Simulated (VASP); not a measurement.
# ScAlH6 (P4/mmm) in VASP: further runs, part 2 of 3

VASP 6.6.1.

### 3 Single point, r2SCAN+rVV10

This run uses another cell than the first one, of 6.38 Å³/atom.

Input file POSCAR:

```
ScAlH6
1.0
    2.9508322117      0.0000000000      0.0000000000
    0.0000000000      2.9508322117      0.0000000000
    0.0000000000      0.0000000000      5.8640642674
Sc Al H
1 1 6
Direct
    0.0000000000      0.0000000000      0.0000000000
    0.0000000000      0.0000000000      0.5000000000
    0.5000000000      0.5000000000      0.0000000000
    0.5000000000      0.5000000000      0.5000000000
    0.5000000000      0.0000000000      0.2594769569
    0.5000000000      0.0000000000      0.7405230431
    0.0000000000      0.5000000000      0.2594769569
    0.0000000000      0.5000000000      0.7405230431
```

Input file INCAR.step1:

```
PREC = Accurate ; ENCUT = 520
ISMEAR = -1 ; SIGMA = 0.03
LREAL = False ; LASPH = True
NELM = 80 ; NBANDS = 20
GGA = PE ; ALGO = Normal
EDIFF = 1E-4 ; LWAVE = True
LCHARG = False
```

Input file INCAR.step2:

```
PREC = Accurate ; ENCUT = 520
EDIFF = 1E-6 ; ISMEAR = -1
SIGMA = 0.03 ; LREAL = False
LASPH = True ; NELM = 80
ALGO = Normal ; ISIF = 2
LWAVE = False ; LCHARG = False
METAGGA = R2SCAN ; LMIXTAU = True
LUSE_VDW = True ; IVDW_NL = 2
BPARAM = 11.95 ; CPARAM = 0.0093
NBANDS = 20 ; ISTART = 1
```

Input file KPOINTS:

```
regular mesh
0
Gamma
  8 8 4
```

Potentials or basis: VASP PAW PBE potentials, release 64 (Sc_sv, Al, H).

Started as:

```console
> cat potpaw_PBE.64/Sc_sv/POTCAR potpaw_PBE.64/Al/POTCAR potpaw_PBE.64/H/POTCAR > POTCAR
> cp INCAR.step1 INCAR
> mpirun -np 1 vasp_std > vasp.out
> cp INCAR.step2 INCAR
> mpirun -np 1 vasp_std > vasp.out
```

OUTCAR:

```text
PREC = Accurate
   ENCUT = 520
   EDIFF = 1E-6
   ISMEAR = -1
   LREAL = False
   LASPH = True
   NELM = 80
   ISIF = 2
   METAGGA = R2SCAN
   IVDW_NL = 2
   BPARAM = 11.95
   ISTART = 1

 ion  position               nearest neighbor table
   1  0.000  0.000  0.000-   3 2.09   3 2.09   3 2.09   3 2.09   8 2.12   5 2.12   7 2.12   8 2.12
                             6 2.12   5 2.12   6 2.12   7 2.12   2 2.93   2 2.93
   2  0.000  0.000  0.500-   5 2.04   6 2.04   7 2.04   8 2.04   7 2.04   8 2.04   5 2.04   6 2.04
                             4 2.09   4 2.09   4 2.09   4 2.09   1 2.93   1 2.93
   3  0.500  0.500  0.000-   1 2.09   1 2.09   1 2.09   1 2.09
   4  0.500  0.500  0.500-   2 2.09   2 2.09   2 2.09   2 2.09
   5  0.500  0.000  0.259-   2 2.04   2 2.04   1 2.12   1 2.12
   6  0.500  0.000  0.741-   2 2.04   2 2.04   1 2.12   1 2.12
   7  0.000  0.500  0.259-   2 2.04   2 2.04   1 2.12   1 2.12
   8  0.000  0.500  0.741-   2 2.04   2 2.04   1 2.12   1 2.12

  LATTYP: Found a simple tetragonal cell.
 ALAT       =     2.9508322117
 C/A-ratio  =     1.9872577791

  Lattice vectors:

 A1 = (   2.9508322117,   0.0000000000,   0.0000000000)
 A2 = (   0.0000000000,   2.9508322117,   0.0000000000)
 A3 = (   0.0000000000,   0.0000000000,   5.8640642674)

Analysis of symmetry for initial positions (statically):
=====================================================================
 Subroutine PRICEL returns:
 Original cell was already a primitive cell.

 Routine SETGRP: Setting up the symmetry group for a
 simple tetragonal supercell.

 Subroutine GETGRP returns: Found 16 space group operations
 (whereof 16 operations were pure point group operations)
 out of a pool of 16 trial point group operations.

The static configuration has the point symmetry D_4h.

Analysis of symmetry for dynamics (positions and initial velocities):
=====================================================================
[... 147 lines left out ...]
   METAGGA = R2SCAN    functional components
   LHFCALC =     F    Hartree Fock is set to
   AEXX    =    0.0000 exact exchange contribution
   IVDW_NL    =     2    kernel type
   BPARAM     =11.9500
   IVDW    =     0    specifies the selected vdW correction
   LEPSILON=     F    determine dielectric tensor
   LRPA    =     F    only Hartree local field effects (RPA)
 non-spin polarized calculation
  energy-cutoff  :      520.00
  volume of cell :       51.06
 maximum number of plane-waves:      1405
 NGX is ok and might be reduce to    24
   NGX = 11   NGY = 11   NGZ = 21

 number of electron      19.9999996 magnetization

 Free energy of the ion-electron system (eV)
  ---------------------------------------------------
  ext. energy  EPLUGINS =         0.00000000
  ---------------------------------------------------
  free energy    TOTEN  =       -37.86478285 eV

  energy without entropy =      -37.86210692  energy(sigma->0) =      -37.86344488

 E-fermi :   4.9876     XC(G=0): -11.4581

 val. band max:        4.9698177630   @ k =   0.1250   0.1250   0.0000
 cond. band min:       5.0084640000   @ k =   0.5000   0.3750   0.5000
 fundamental gap:      0.0386462371
 Fermi energy:         4.9875580499

 k-point     1 :       0.0000    0.0000    0.0000
  band No.  band energies     occupation
      1     -45.8779      2.00000
      2     -23.6473      2.00000
      3     -23.3043      2.00000
      4     -23.3043      2.00000
      5      -7.4847      2.00000
      6      -3.1393      2.00000
[... 541 lines left out ...]
     19      14.4534      0.00000
     20      16.0828      0.00000

 [... further k-points ...]

------------------------ aborting loop because EDIFF is reached ----------------------------------------

  FORCE on cell =-STRESS in cart. coord.  units (eV):
  Direction    XX          YY          ZZ          XY          YZ          ZX
  --------------------------------------------------------------------------------------
  -------------------------------------------------------------------------------------
  Total        0.0402097      0.0402097      0.0477729      0.0000000      0.0000000     -0.0000000
  in kB        1.2616923      1.2616923      1.4990096      0.0000000      0.0000000     -0.0000000
  external PRESSURE =       1.3407981 kB  Pullay stress =       0.0000000 kB

 VOLUME and BASIS-vectors are now :
 -----------------------------------------------------------------------------
  energy-cutoff  :      520.00
  volume of cell :       51.06
      direct lattice vectors                 reciprocal lattice vectors
     2.950832212  0.000000000  0.000000000     0.338887449  0.000000000  0.000000000
     0.000000000  2.950832212  0.000000000     0.000000000  0.338887449  0.000000000
     0.000000000  0.000000000  5.864064267     0.000000000  0.000000000  0.170530191

 POSITION                                       TOTAL-FORCE (eV/Angst)
 -----------------------------------------------------------------------------------
      0.00000      0.00000      0.00000        -0.000000      0.000000      0.000000
      0.00000      0.00000      2.93203        -0.000000      0.000000      0.000000
      1.47542      1.47542      0.00000        -0.000000      0.000000      0.000000
      1.47542      1.47542      2.93203        -0.000000      0.000000      0.000000
      1.47542      0.00000      1.52159        -0.000000      0.000000      0.024279
      1.47542      0.00000      4.34247        -0.000000     -0.000000     -0.024279
      0.00000      1.47542      1.52159        -0.000000     -0.000000      0.024279
      0.00000      1.47542      4.34247         0.000000      0.000000     -0.024279
 -----------------------------------------------------------------------------------
    total drift:                                0.000000      0.000000     -0.000000

  FREE ENERGIE OF THE ION-ELECTRON SYSTEM (eV)
  ---------------------------------------------------
  free  energy   TOTEN  =       -37.8647828515 eV

  energy  without entropy=      -37.8621069160  energy(sigma->0) =      -37.86344488
```

It took 3.6 min on 1 thread of Oxide Virtual Turin-like, shared host; peak memory 0.28 GiB.

Results:

| Property | Result |
| --- | --- |
| Free energy | -37.8648 eV |
| Pressure | 0.1 GPa |
| Largest force | 0.024 eV/Å |
| Band gap on the k mesh | zero (bands 10 and 11 overlap by 3.48 eV) |

Forces on the atoms (eV/Å):
```
Sc   0.000  0.000  0.000
Al   0.000  0.000  0.000
H    0.000  0.000  0.000
H    0.000  0.000  0.000
H    0.000  0.000  0.024
H    0.000  0.000 -0.024
H    0.000  0.000  0.024
H    0.000  0.000 -0.024
```

Levels at points of the mesh, in eV from the Fermi level:
```tsv
k point	band 6	band 7	band 8	band 9	band 10	band 11	band 12	band 13	band 14	band 15
(0.00, 0.00, 0.00)	-8.13	-6.85	-1.78	-1.24	1.96	3.20	3.52	3.52	4.87	6.70
(0.50, 0.00, 0.00)	-7.95	-5.39	-4.66	-3.91	-0.59	2.09	2.85	2.87	3.95	4.60
(0.50, 0.50, 0.00)	-5.05	-5.05	-4.10	-4.10	-3.49	-1.53	2.73	4.01	4.01	5.23
(0.00, 0.00, 0.50)	-10.00	-4.52	-2.08	-1.46	0.53	3.34	3.34	4.87	4.96	5.62
(0.50, 0.00, 0.50)	-7.35	-5.98	-5.94	-1.69	-0.73	0.38	2.87	3.66	3.90	5.63
(0.50, 0.50, 0.50)	-5.56	-5.56	-3.82	-3.14	-3.14	-0.46	0.31	1.98	1.98	5.79
```

Caveat: the PAW data sets were made with another functional, which shifts forces and pressure a little.

### 4 Single point, r2SCAN+rVV10

This run uses another cell than the first one, of 6.38 Å³/atom.

POSCAR is that of step 3.

Input file INCAR.step1:

```
SYSTEM = ScAlH6
PREC     = Accurate       ! precision mode
ENCUT    = 520            ! plane-wave cutoff, eV
ISMEAR   = -1             ! smearing method
SIGMA    = 0.03           ! smearing width, eV
LREAL    = .FALSE.        ! projectors in reciprocal space
LASPH    = .TRUE.         ! aspherical terms in the spheres
NELM     = 100            ! most SCF steps
NBANDS   = 20             ! bands
GGA      = PE             ! functional
ALGO     = Normal         ! electronic algorithm
EDIFF    = 1E-4           ! SCF threshold, eV
LWAVE    = .TRUE.         ! write WAVECAR
LCHARG   = .FALSE.        ! write CHGCAR
```

Input file INCAR.step2:

```
SYSTEM = ScAlH6
PREC     = Accurate       ! precision mode
ENCUT    = 520            ! plane-wave cutoff, eV
EDIFF    = 1E-6           ! SCF threshold, eV
ISMEAR   = -1             ! smearing method
SIGMA    = 0.03           ! smearing width, eV
LREAL    = .FALSE.        ! projectors in reciprocal space
LASPH    = .TRUE.         ! aspherical terms in the spheres
NELM     = 100            ! most SCF steps
ALGO     = Normal         ! electronic algorithm
ISIF     = 2              ! what is computed and relaxed
LWAVE    = .FALSE.        ! write WAVECAR
LCHARG   = .FALSE.        ! write CHGCAR
METAGGA  = R2SCAN         ! meta-GGA
LMIXTAU  = .TRUE.       
LUSE_VDW = .TRUE.       
IVDW_NL  = 2            
BPARAM   = 11.95        
CPARAM   = 0.0093       
NBANDS   = 20             ! bands
ISTART   = 1
```

Input file KPOINTS:

```
regular mesh
0
G
  10 10 6
  0 0 0
```

Potentials or basis: VASP PAW PBE potentials, release 64 (Sc_sv, Al, H).

Started as:

```console
> cat potpaw_PBE.64/Sc_sv/POTCAR potpaw_PBE.64/Al/POTCAR potpaw_PBE.64/H/POTCAR > POTCAR
> cp INCAR.step1 INCAR
> mpirun -np 1 vasp_std > vasp.out
> cp INCAR.step2 INCAR
> mpirun -np 1 vasp_std > vasp.out
```

OUTCAR:

```text
SYSTEM = ScAlH6
   PREC = Accurate
   ENCUT = 520
   EDIFF = 1E-6
   ISMEAR = -1
   LREAL = .FALSE.
   LASPH = .TRUE.
   NELM = 100
   ISIF = 2
   METAGGA = R2SCAN
   IVDW_NL = 2
   BPARAM = 11.95
   ISTART = 1

 ion  position               nearest neighbor table
   1  0.000  0.000  0.000-   3 2.09   3 2.09   3 2.09   3 2.09   8 2.12   5 2.12   7 2.12   8 2.12
                             6 2.12   5 2.12   6 2.12   7 2.12   2 2.93   2 2.93
   2  0.000  0.000  0.500-   5 2.04   6 2.04   7 2.04   8 2.04   7 2.04   8 2.04   5 2.04   6 2.04
                             4 2.09   4 2.09   4 2.09   4 2.09   1 2.93   1 2.93
   3  0.500  0.500  0.000-   1 2.09   1 2.09   1 2.09   1 2.09
   4  0.500  0.500  0.500-   2 2.09   2 2.09   2 2.09   2 2.09
   5  0.500  0.000  0.259-   2 2.04   2 2.04   1 2.12   1 2.12
   6  0.500  0.000  0.741-   2 2.04   2 2.04   1 2.12   1 2.12
   7  0.000  0.500  0.259-   2 2.04   2 2.04   1 2.12   1 2.12
   8  0.000  0.500  0.741-   2 2.04   2 2.04   1 2.12   1 2.12

  LATTYP: Found a simple tetragonal cell.
 ALAT       =     2.9508322117
 C/A-ratio  =     1.9872577791

  Lattice vectors:

 A1 = (   2.9508322117,   0.0000000000,   0.0000000000)
[... 200 lines left out ...]
      1     -45.8869      2.00000
      2     -23.6588      2.00000
      3     -23.3117      2.00000
      4     -23.3117      2.00000
      5      -7.4816      2.00000
      6      -3.1458      2.00000
[... 541 lines left out ...]
     19      14.8494      0.00000
     20      16.0636      0.00000

 [... further k-points ...]

------------------------ aborting loop because EDIFF is reached ----------------------------------------

  FORCE on cell =-STRESS in cart. coord.  units (eV):
  Direction    XX          YY          ZZ          XY          YZ          ZX
  --------------------------------------------------------------------------------------
  -------------------------------------------------------------------------------------
  Total       -0.1929503     -0.1929503      0.4625997      0.0000000      0.0000000      0.0000000
  in kB       -6.0543591     -6.0543591     14.5153711      0.0000000      0.0000000      0.0000000
  external PRESSURE =       0.8022176 kB  Pullay stress =       0.0000000 kB

 VOLUME and BASIS-vectors are now :
 -----------------------------------------------------------------------------
  energy-cutoff  :      520.00
  volume of cell :       51.06
      direct lattice vectors                 reciprocal lattice vectors
     2.950832212  0.000000000  0.000000000     0.338887449  0.000000000  0.000000000
     0.000000000  2.950832212  0.000000000     0.000000000  0.338887449  0.000000000
     0.000000000  0.000000000  5.864064267     0.000000000  0.000000000  0.170530191

 POSITION                                       TOTAL-FORCE (eV/Angst)
 -----------------------------------------------------------------------------------
      0.00000      0.00000      0.00000         0.000000     -0.000000      0.000000
      0.00000      0.00000      2.93203         0.000000     -0.000000      0.000000
      1.47542      1.47542      0.00000         0.000000     -0.000000      0.000000
      1.47542      1.47542      2.93203         0.000000     -0.000000      0.000000
      1.47542      0.00000      1.52159         0.000000     -0.000000      0.011706
      1.47542      0.00000      4.34247        -0.000000     -0.000000     -0.011706
      0.00000      1.47542      1.52159        -0.000000      0.000000      0.011706
      0.00000      1.47542      4.34247         0.000000      0.000000     -0.011706
 -----------------------------------------------------------------------------------
    total drift:                                0.000000      0.000000     -0.000000

  FREE ENERGIE OF THE ION-ELECTRON SYSTEM (eV)
  ---------------------------------------------------
  free  energy   TOTEN  =       -37.8752461905 eV

  energy  without entropy=      -37.8720158599  energy(sigma->0) =      -37.87363103
```

Run time: 5.9 min. Hardware: 1 thread of Oxide Virtual Turin-like, shared host; peak memory 0.31 GiB.

What came out:

- Free energy: -37.8752 eV
- Pressure: 0.1 GPa
- Largest force: 0.012 eV/Å
- Band gap on the k mesh: zero (bands 10 and 11 overlap by 3.48 eV)

Forces in eV/Å, atoms in the order of the input:
```
Sc   0.000  0.000  0.000
Al   0.000  0.000  0.000
H    0.000  0.000  0.000
H    0.000  0.000  0.000
H    0.000  0.000  0.012
H    0.000  0.000 -0.012
H    0.000  0.000  0.012
H    0.000  0.000 -0.012
```

Caveat: the PAW data sets were made with another functional, which shifts forces and pressure a little.

(Part 2 of 3 ends here.)

The gap in the log of VASP goes by the Fermi energy; the results here count the filled bands.